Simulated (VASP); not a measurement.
RbBr:

```
CELL_PARAMETERS angstrom
0.00000 3.86950 3.86950
3.86950 0.00000 3.86950
3.86950 3.86950 0.00000
ATOMIC_POSITIONS crystal
Rb 0.00000 0.00000 0.00000
Br 0.25000 0.25000 0.25000
```

Base run:

- Program: VASP 6.6.1
- Functional: HSE06
- Potentials or basis: VASP PAW PBE potentials, release 64 (Rb_sv, Br)
- Cutoff: 520 eV
- k mesh: 4 × 4 × 4
- Occupations: gaussian, width 0.01 eV
- Spin: no spin polarisation

Its results: band gap on the k mesh 5.18 eV (least direct gap 5.26 eV); pressure 0.1 GPa.

Q: The run is repeated on the same cell with these changes: functional from HSE06 to PBE0. What comes out?

A: Band gap on the k mesh 5.91 eV (least direct gap 6.00 eV); pressure 0.1 GPa.

Caveats: the PAW data sets were made with another functional, which shifts forces and pressure a little.

A k mesh can miss the band edges.
